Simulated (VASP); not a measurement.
# Ge (Fd-3m) in VASP: further runs

Runs on Ge. Level: PBEsol. Tasks: single point.

Everything below comes from runs of VASP 6.6.1. Logs are shortened: lines on timing, memory, paths and dates and some standing lists are left out, and cuts for length are marked.

## Step 1: The cell of the first run

It takes space group Fd-3m (No. 227, cubic). The conventional cell has a = 5.619 Å, b = 5.619 Å, c = 5.619 Å, α = 90.00°, β = 90.00°, γ = 90.00°. Within 3.2 Å of Ge (site symmetry -43m) lie 4 Ge at 2.43 Å.

## Step 2: Single point, PBEsol (strained cell)

Input file INCAR:

```
PREC     = Accurate       # precision mode
ENCUT    = 520            # plane-wave cutoff, eV
EDIFF    = 1E-6           # SCF threshold, eV
ISMEAR   = 0              # smearing method
SIGMA    = 0.1            # smearing width, eV
LREAL    = F              # projectors in reciprocal space
LASPH    = T              # aspherical terms in the spheres
NELM     = 60             # most SCF steps
ALGO     = Normal         # electronic algorithm
ISIF     = 2              # what is computed and relaxed
LWAVE    = F              # write WAVECAR
LCHARG   = F              # write CHGCAR
GGA      = PS             # functional
NBANDS   = 21             # bands
```

Input file KPOINTS:

```
regular mesh
0
Gamma
  12 12 12
```

Input file POSCAR:

```
Ge
1.0
    0.0000000000      2.8094867369      2.8094867369
    2.8094867369      0.0000000000      2.8094867369
    2.8094867369      2.8094867369      0.0000000000
Ge
2
Direct
    0.0000000000      0.0000000000      0.0000000000
    0.2500000000      0.2500000000      0.2500000000
```

Potentials or basis: VASP PAW PBE potentials, release 64 (Ge_d).

Run with:

```sh
> cat potpaw_PBE.64/Ge_d/POTCAR > POTCAR
> mpirun -np 1 vasp_std > vasp.out
```

OUTCAR:

```text
PREC = Accurate
   ENCUT = 520
   EDIFF = 1E-6
   ISMEAR = 0
   LREAL = F
   LASPH = T
   NELM = 60
   ISIF = 2
   GGA = PS

 ion  position               nearest neighbor table
   1  0.000  0.000  0.000-   2 2.43   2 2.43   2 2.43   2 2.43
   2  0.250  0.250  0.250-   1 2.43   1 2.43   1 2.43   1 2.43

  LATTYP: Found a face centered cubic cell.
 ALAT       =     5.6189734738

  Lattice vectors:

 A1 = (   0.0000000000,   2.8094867369,   2.8094867369)
 A2 = (   2.8094867369,   0.0000000000,   2.8094867369)
 A3 = (   2.8094867369,   2.8094867369,   0.0000000000)

Analysis of symmetry for initial positions (statically):
=====================================================================
 Subroutine PRICEL returns:
 Original cell was already a primitive cell.

 Routine SETGRP: Setting up the symmetry group for a
 face centered cubic supercell.

 Subroutine GETGRP returns: Found 48 space group operations
 (whereof 24 operations were pure point group operations)
 out of a pool of 48 trial point group operations.

The static configuration has the point symmetry T_d .
 The point group associated with its full space group is O_h .

Analysis of symmetry for dynamics (positions and initial velocities):
=====================================================================
 Subroutine PRICEL returns:
 Original cell was already a primitive cell.

 Routine SETGRP: Setting up the symmetry group for a
 face centered cubic supercell.

 Subroutine GETGRP returns: Found 48 space group operations
 (whereof 24 operations were pure point group operations)
 out of a pool of 48 trial point group operations.

The dynamic configuration has the point symmetry T_d .
 The point group associated with its full space group is O_h .

 Subroutine INISYM returns: Found 48 space group operations
 (whereof 24 operations are pure point group operations),
 and found     1 'primitive' translations

----------------------------------------------------------------------------------------

                                     Primitive cell

  volume of cell :      44.3518

  direct lattice vectors                    reciprocal lattice vectors
     0.000000000  2.809486737  2.809486737    -0.177968450  0.177968450  0.177968450
     2.809486737  0.000000000  2.809486737     0.177968450 -0.177968450  0.177968450
     2.809486737  2.809486737  0.000000000     0.177968450  0.177968450 -0.177968450

  length of vectors
     3.973214247  3.973214247  3.973214247     0.308250398  0.308250398  0.308250398

  position of ions in fractional coordinates (direct lattice)
     0.000000000  0.000000000  0.000000000
     0.250000000  0.250000000  0.250000000

  ion indices of the primitive-cell ions
   primitive index   ion index
                 1           1
                 2           2

----------------------------------------------------------------------------------------

 KPOINTS: regular mesh

Automatic generation of k-mesh.
 Grid dimensions read from file:
 generate k-points for:   12   12   12

 Generating k-lattice:

  Cartesian coordinates                     Fractional coordinates (reciprocal lattice)
    -0.014830704  0.014830704  0.014830704     0.083333333  0.000000000  0.000000000
     0.014830704 -0.014830704  0.014830704     0.000000000  0.083333333  0.000000000
     0.014830704  0.014830704 -0.014830704     0.000000000  0.000000000  0.083333333

  Length of vectors
     0.025687533  0.025687533  0.025687533

  Shift w.r.t. Gamma in fractional coordinates (k-lattice)
     0.000000000  0.000000000  0.000000000

 Subroutine IBZKPT returns following result:
 ===========================================

 Found     72 irreducible k-points:

 Following reciprocal coordinates:
            Coordinates               Weight
  0.000000  0.000000  0.000000      1.000000
  0.083333  0.000000  0.000000      8.000000
  0.166667  0.000000  0.000000      8.000000
  0.250000  0.000000  0.000000      8.000000
  0.333333  0.000000  0.000000      8.000000
  0.416667  0.000000  0.000000      8.000000
[... 16 lines left out ...]
  0.500000  0.166667  0.000000     24.000000
 -0.416667  0.166667  0.000000     24.000000
 [... further k-points ...]
   k-points           NKPTS =     72   k-points in BZ     NKDIM =     72   number of bands    NBANDS=     21
   number of dos      NEDOS =    301   number of ions     NIONS =      2
   total plane-waves  NPLWV =  27000
   dimension x,y,z NGX =    30 NGY =   30 NGZ =   30
   dimension x,y,z NGXF=    60 NGYF=   60 NGZF=   60
   ions per type =               2
   NGX,Y,Z   is equivalent  to a cutoff of  12.55, 12.55, 12.55 a.u.
   NGXF,Y,Z  is equivalent  to a cutoff of  25.11, 25.11, 25.11 a.u.
 SYSTEM =  unknown system
   PREC   = accura    normal or accurate (medium, high low for compatibility)
   ISTART =      0    job   : 0-new  1-cont  2-samecut
   ICHARG =      2    charge: 1-file 2-atom 10-const
   ISPIN  =      1    spin polarized calculation?
   LNONCOLLINEAR =      F non collinear calculations
   LSORBIT =      F    spin-orbit coupling
   LASPH  =      T    aspherical Exc in radial PAW
   ENCUT  =  520.0 eV  38.22 Ry    6.18 a.u.   7.39  7.39  7.39*2*pi/ulx,y,z
   NELM   =     60;   NELMIN=  2; NELMDL= -5     # of ELM steps
   EDIFF  = 0.1E-05   stopping-criterion for ELM
   LREAL  =      F    real-space projection
   EDIFFG = 0.1E-04   stopping-criterion for IOM
   NSW    =      0    number of steps for IOM
   IBRION =     -1    ionic relax: 0-MD 1-quasi-New 2-CG
   NFREE  =      0    steps in history (QN), initial steepest desc. (CG)
   ISIF   =      2    stress and relaxation
   ISYM   =      2    0-nonsym 1-usesym 2-fastsym
   POTIM  = 0.5000    time-step for ionic-motion
   TEBEG  =    0.0;   TEEND  =   0.0 temperature during run
   PSTRESS=    0.0 pullay stress
   NELECT =      28.0000    total number of electrons
   NUPDOWN=      -1.0000    fix difference up-down
   EMIN   =  10.00;   EMAX   =-10.00  energy-range for DOS
   EFERMI =   0.00;   METHOD = LEGACY
   ISMEAR =     0;   SIGMA  =   0.10  broadening in eV -4-tet -1-fermi 0-gaus
   EFERMI_NEDOS =   21; number of points for ismear=-14 and -15
   IALGO  =     38    algorithm
   IMIX   =      4    mixing-type and parameters
     AMIX     =   0.40;   BMIX     =  1.00
     AMIX_MAG =   1.60;   BMIX_MAG =  1.00
  volume/ion in A,a.u.               =      22.18       149.65
  Fermi-wavevector in a.u.,A,eV,Ry     =   1.404399  2.653929 26.835269  1.972337
  Thomas-Fermi vector in A             =   2.526965
   LORBIT       =      0    0 simple, 1 ext, 2 COOP (PROOUT), +10 PAW based schemes
   GGA     = PS    functional components
   LHFCALC =     F    Hartree Fock is set to
   AEXX    =    0.0000 exact exchange contribution
   IVDW    =     0    specifies the selected vdW correction
   LEPSILON=     F    determine dielectric tensor
   LRPA    =     F    only Hartree local field effects (RPA)
 non-spin polarized calculation
 Gauss-broadening in eV      SIGMA  =   0.10
  energy-cutoff  :      520.00
  volume of cell :       44.35
 maximum number of plane-waves:      1243
 NGX is ok and might be reduce to    30
   NGX = 15   NGY = 15   NGZ = 15

 number of electron      28.0000033 magnetization

 Free energy of the ion-electron system (eV)
  ---------------------------------------------------
  ext. energy  EPLUGINS =         0.00000000
  ---------------------------------------------------
  free energy    TOTEN  =        -9.86520231 eV

  energy without entropy =       -9.86507943  energy(sigma->0) =       -9.86514087

 E-fermi :   5.1437     XC(G=0): -10.2273

 val. band max:        5.0646499783   @ k =   0.0000   0.0000   0.0000
 cond. band min:       5.2476795512   @ k =   0.0000   0.0000   0.0000
 fundamental gap:      0.1830295728
 Fermi energy:         5.1436532575

 k-point     1 :       0.0000    0.0000    0.0000
  band No.  band energies     occupation
      1     -19.7277      2.00000
      2     -19.7277      2.00000
      3     -19.7277      2.00000
      4     -19.6895      2.00000
      5     -19.6895      2.00000
      6     -19.4658      2.00000
[... 13 lines left out ...]
     20      14.6022      0.00000
     21      14.6022      0.00000

 k-point     2 :       0.0833    0.0000    0.0000
  band No.  band energies     occupation
      1     -19.7323      2.00000
      2     -19.7323      2.00000
      3     -19.7265      2.00000
      4     -19.6833      2.00000
      5     -19.6833      2.00000
      6     -19.4727      2.00000
[... 13 lines left out ...]
     20      13.9823      0.00000
     21      13.9823      0.00000

 k-point     3 :       0.1667    0.0000    0.0000
  band No.  band energies     occupation
      1     -19.7404      2.00000
      2     -19.7404      2.00000
      3     -19.7232      2.00000
      4     -19.6709      2.00000
      5     -19.6709      2.00000
      6     -19.4833      2.00000
[... 13 lines left out ...]
     20      13.3984      0.00000
     21      13.3984      0.00000

 k-point     4 :       0.2500    0.0000    0.0000
  band No.  band energies     occupation
      1     -19.7470      2.00000
      2     -19.7470      2.00000
      3     -19.7186      2.00000
      4     -19.6590      2.00000
      5     -19.6590      2.00000
      6     -19.4923      2.00000
[... 13 lines left out ...]
     20      13.3810      0.00000
     21      13.3810      0.00000

 k-point     5 :       0.3333    0.0000    0.0000
  band No.  band energies     occupation
      1     -19.7511      2.00000
      2     -19.7511      2.00000
      3     -19.7139      2.00000
      4     -19.6506      2.00000
      5     -19.6506      2.00000
      6     -19.4981      2.00000
[... 13 lines left out ...]
     20      14.0467      0.00000
     21      14.0467      0.00000
[... 382 lines left out ...]
     20      14.7378      0.00000
     21      15.3908      0.00000

 k-point    22 :       0.4167    0.1667    0.0000
  band No.  band energies     occupation
      1     -19.7671      2.00000
      2     -19.7534      2.00000
      3     -19.7032      2.00000
      4     -19.6399      2.00000
      5     -19.6179      2.00000
      6     -19.5485      2.00000
[... 13 lines left out ...]
     20      15.3792      0.00000
     21      16.2927      0.00000

 k-point    23 :       0.5000    0.1667    0.0000
  band No.  band energies     occupation
      1     -19.7712      2.00000
      2     -19.7572      2.00000
      3     -19.6917      2.00000
      4     -19.6306      2.00000
      5     -19.6218      2.00000
      6     -19.5410      2.00000
[... 13 lines left out ...]
     20      16.1211      0.00000
     21      16.3635      0.00000

 k-point    24 :      -0.4167    0.1667    0.0000
  band No.  band energies     occupation
      1     -19.7714      2.00000
      2     -19.7599      2.00000
      3     -19.6855      2.00000
      4     -19.6316      2.00000
      5     -19.6237      2.00000
      6     -19.5265      2.00000
[... 13 lines left out ...]
     20      14.7705      0.00000
     21      15.3738      0.00000

 [... further k-points ...]
[... 5 lines left out ...]
  --------------------------------------------------------------------------------------
  -------------------------------------------------------------------------------------
  Total        0.4761255      0.4761255      0.4761255      0.0000000      0.0000000      0.0000000
  in kB       17.1997066     17.1997066     17.1997066      0.0000000      0.0000000      0.0000000
  external PRESSURE =      17.1997066 kB  Pullay stress =       0.0000000 kB

 VOLUME and BASIS-vectors are now :
 -----------------------------------------------------------------------------
  energy-cutoff  :      520.00
  volume of cell :       44.35
      direct lattice vectors                 reciprocal lattice vectors
     0.000000000  2.809486737  2.809486737    -0.177968450  0.177968450  0.177968450
     2.809486737  0.000000000  2.809486737     0.177968450 -0.177968450  0.177968450
     2.809486737  2.809486737  0.000000000     0.177968450  0.177968450 -0.177968450

 POSITION                                       TOTAL-FORCE (eV/Angst)
 -----------------------------------------------------------------------------------
      0.00000      0.00000      0.00000        -0.000000     -0.000000     -0.000000
      1.40474      1.40474      1.40474         0.000000      0.000000      0.000000
 -----------------------------------------------------------------------------------
    total drift:                                0.000000      0.000000      0.000000

  FREE ENERGIE OF THE ION-ELECTRON SYSTEM (eV)
  ---------------------------------------------------
  free  energy   TOTEN  =        -9.8652023080 eV

  energy  without entropy=       -9.8650794302  energy(sigma->0) =       -9.86514087
```

Wall time 31 s (1 thread of Intel Xeon Platinum 8488C (Sapphire Rapids), shared host); peak memory 0.2 GiB.

What came out:

* Free energy: -9.8652 eV
* Pressure: 1.7 GPa
* Band gap on the k mesh: 0.18 eV, direct

Caveat: the cell differs from its parent crystal (strained cell); the PAW data sets were made with another functional, which shifts forces and pressure a little.

## Step 3: Single point, PBEsol

Input file INCAR:

```
PREC     = Accurate       # precision mode
ENCUT    = 520            # plane-wave cutoff, eV
EDIFF    = 1E-7           # SCF threshold, eV
ISMEAR   = 0              # smearing method
SIGMA    = 0.01           # smearing width, eV
LREAL    = F              # projectors in reciprocal space
LASPH    = T              # aspherical terms in the spheres
NELM     = 80             # most SCF steps
ALGO     = Normal         # electronic algorithm
ISIF     = 2              # what is computed and relaxed
LWAVE    = F              # write WAVECAR
LCHARG   = F              # write CHGCAR
GGA      = PS             # functional
NBANDS   = 21             # bands
```

Input file KPOINTS:

```
Automatic mesh
0
Gamma
  12 12 12
```

POSCAR is that of step 2.

Potentials or basis: VASP PAW PBE potentials, release 64 (Ge_d).

Run with:

```sh
> cat potpaw_PBE.64/Ge_d/POTCAR > POTCAR
> mpirun -np 1 vasp_std > vasp.out
```

It took 47 s on 1 thread of Intel Xeon Platinum 8488C (Sapphire Rapids), shared host; peak memory 0.2 GiB.

Results (log left out):

- Free energy: -9.8652 eV
- Pressure: 2.1 GPa
- Band gap on the k mesh: 0.18 eV, direct

Levels at points of the mesh, in eV from the valence-band top:
```csv
k point,band 10,band 11,band 12,band 13,band 14,band 15,band 16,band 17,band 18,band 19
"(0.00, 0.00, 0.00)",-24.52,-12.96,0.00,0.00,0.00,0.18,2.54,2.54,2.54,6.27
"(0.50, 0.00, 0.00)",-24.49,-10.81,-7.73,-1.44,-1.44,0.19,3.72,3.72,6.97,10.57
"(0.50, 0.50, 0.00)",-24.47,-8.98,-8.98,-3.16,-3.16,0.64,0.64,9.66,9.66,11.72
```

Caveat: the PAW data sets were made with another functional, which shifts forces and pressure a little. A k mesh can miss the band edges.
